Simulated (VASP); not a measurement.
Crystal: Cd4SbO.

```xyz
6
Lattice="-2.9186 2.9186 4.0983 2.9186 -2.9186 4.0983 2.9186 2.9186 -4.0983" Properties=species:S:1:pos:R:3 pbc="T T T"
Cd    0.0000    2.9186    2.0492
Cd    2.9186    0.0000    2.0492
Cd    0.0000    0.0000    6.6694
Cd    0.0000    0.0000    1.5273
Sb    0.0000    0.0000    4.0983
O     0.0000    0.0000    0.0000
```

The cell was generated, and may not be a known phase.

* Program: VASP 6.6.1
* Task: relaxation of cell and atoms
* Functional: PBE
* Potentials or basis: VASP PAW PBE potentials, release 64 (Cd, Sb, O)
* Cutoff: 600 eV
* k mesh: 4 × 4 × 4
* Occupations: gaussian, width 0.1 eV
* Spin: no spin polarisation

At the start: pressure 41.0 GPa; volume 23.27 Å³/atom.

Question: Where does the relaxation end?

Answer: Over 20 steps the energy falls by 1643.6 meV/atom and the volume is 28.39 Å³/atom (+22.0 %); space group I4/mmm (No. 139, to 0.1 Å) before and after.

The path:
| step | energy change (eV) | largest force (eV/Å) | pressure (GPa) | volume (Å³) |
| --- | --- | --- | --- | --- |
| 1 | 0.0000 | 28.3353 | 40.98 | 139.65 |
| 2 | 1.9598 | 9.6239 | -1.50 | 267.29 |
| 3 | -0.3825 | 8.2346 | 0.66 | 250.78 |
| 4 | -1.1614 | 7.6737 | 1.35 | 243.34 |
| 5 | -2.2729 | 6.9632 | 2.33 | 228.98 |
| 6 | -4.2917 | 7.9943 | 5.86 | 183.39 |
| 7 | -5.5170 | 9.6535 | 9.17 | 161.29 |
| 8 | -6.0790 | 10.0831 | 13.24 | 150.41 |
| 9 | -7.9187 | 1.1024 | -5.39 | 203.06 |
| 10 | -8.9560 | 2.3160 | -2.28 | 176.78 |
| 11 | -8.9657 | 2.4484 | -1.96 | 175.43 |
| 12 | -8.9669 | 2.6389 | -1.50 | 173.66 |
| 13 | -9.4936 | 2.2330 | -0.01 | 167.01 |
| 14 | -9.6493 | 0.3331 | 3.75 | 159.28 |
| 15 | -9.6843 | 1.2942 | 2.06 | 162.05 |
| 16 | -9.6879 | 1.0867 | 2.44 | 161.34 |
| 17 | -9.8463 | 0.0831 | 0.91 | 167.53 |
| 18 | -9.8507 | 0.3113 | 0.67 | 168.92 |
| 19 | -9.8568 | 0.2112 | -0.47 | 171.36 |
| 20 | -9.8614 | 0.0180 | -0.04 | 170.37 |

Final structure:
```cif
data_structure
_symmetry_space_group_name_H-M 'P 1'
_symmetry_Int_Tables_number 1
_cell_length_a 6.3893
_cell_length_b 6.3893
_cell_length_c 6.3893
_cell_angle_alpha 124.459
_cell_angle_beta 124.459
_cell_angle_gamma 82.435
_cell_volume 170.37
loop_
_atom_site_label
_atom_site_type_symbol
_atom_site_fract_x
_atom_site_fract_y
_atom_site_fract_z
_atom_site_occupancy
Cd1 Cd 0.75000 0.25000 0.50000 1
Cd2 Cd 0.25000 0.75000 0.50000 1
Cd3 Cd 0.78990 0.78990 0.00000 1
Cd4 Cd 0.21010 0.21010 0.00000 1
Sb1 Sb 0.50000 0.50000 0.00000 1
O1 O 0.00000 0.00000 0.00000 1
```

Caveat: the volume moved by over 15 % at a fixed basis, so the end points are rough; an odd number of electrons without spin polarisation forces a metal; a magnetic or distorted state may lie lower.
